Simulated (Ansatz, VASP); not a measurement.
**Two plane-wave programs on TaN**

```
Ta N
1.0
    -1.45746    1.45746    5.14392
     1.45746   -1.45746    5.14392
     1.45746    1.45746   -5.14392
Ta N
2 2
Direct
  0.74878 0.74878 0.00000
  0.49878 0.99878 0.50000
  0.16722 0.16722 0.00000
  0.91722 0.41722 0.50000
```

Alike in both runs: functional PBE; k mesh 14 × 14 × 14; occupations gaussian, width 0.02 eV; no spin polarisation.

Ansatz relaxed the structure, and its values are those at the end. VASP's run is a single point on that final structure, the one shown.

|  | VASP | Ansatz |
| --- | --- | --- |
| version | VASP 6.6.1 | Ansatz 0.2.0 |
| potentials or method | VASP PAW PBE potentials, release 64 (Ta_pv, N), cutoff 520 eV | scalar-relativistic, plane waves, PAW |
| valence electrons in the cell | 32 | 36 |

|  | VASP | Ansatz | Ansatz less VASP |
| --- | --- | --- | --- |
| gap on the k mesh at the Fermi level (eV) | 0.70 | 0.71 | +0.008 |
| least direct gap on the mesh (eV) | 1.00 | 1.01 | +0.008 |
| pressure (GPa) | 0.6 | 0.0 | -0.65 |
| rms of the force components (eV/Å) | 0.003 | 0.005 | +0.0017 |

With one functional, cell and mesh, what is left measures potentials, basis and numerics. VASP's potentials hold 32 valence electrons a cell and Ansatz's 36, so a difference there can come from the potentials and not from the codes.

Spin-orbit coupling is off throughout.
